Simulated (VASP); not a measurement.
Crystal: KMo2.

```
K Mo
1.0
     3.26247    0.00000    0.00000
     0.00000    3.26247    0.00000
     0.00000    0.00000    7.39765
K Mo
1 2
Direct
  0.00000 0.00000 0.00000
  0.50000 0.00000 0.57087
  0.00000 0.50000 0.42913
```

This cell differs from its parent crystal: atoms taken out.

| Quantity | Value |
| --- | --- |
| Program | VASP 6.6.1 |
| Task | relaxation of cell and atoms |
| Functional | PBE |
| Potentials or basis | VASP PAW PBE potentials, release 64 (K_sv, Mo_sv) |
| Cutoff | 600 eV |
| k mesh | 6 × 6 × 4 |
| Occupations | gaussian, width 0.1 eV |
| Spin | no spin polarisation |

At the start: pressure 0.0 GPa; volume 26.25 Å³/atom.

**Question.** Where does the relaxation end?

**Answer.** Over 5 steps the energy falls by 13.8 meV/atom and the volume is 25.90 Å³/atom (-1.3 %); space group P-4m2 (No. 115, to 0.1 Å) before and after.

Step by step:
```
step  energy change (eV)  largest force (eV/Å)  pressure (GPa)  volume (Å³)
   1              0.0000                0.6693            0.03        78.74
   2             -0.0351                0.1030           -1.14        78.77
   3             -0.0353                0.1382           -1.20        78.78
   4             -0.0343                0.1792            1.53        76.55
   5             -0.0414                0.0021            0.06        77.70
```

Final structure:
```yaml
crystal:
  lattice:
    - [3.21379, 0.00000, 0.00000]
    - [0.00000, 3.21379, 0.00000]
    - [0.00000, 0.00000, 7.52283]
  atoms:
    - { symbol: K, position: [0.00000, 0.00000, 0.00000] }
    - { symbol: Mo, position: [0.50000, 0.00000, 0.57581] }
    - { symbol: Mo, position: [0.00000, 0.50000, 0.42419] }
```

Caveat: the cell differs from its parent crystal (atoms taken out).
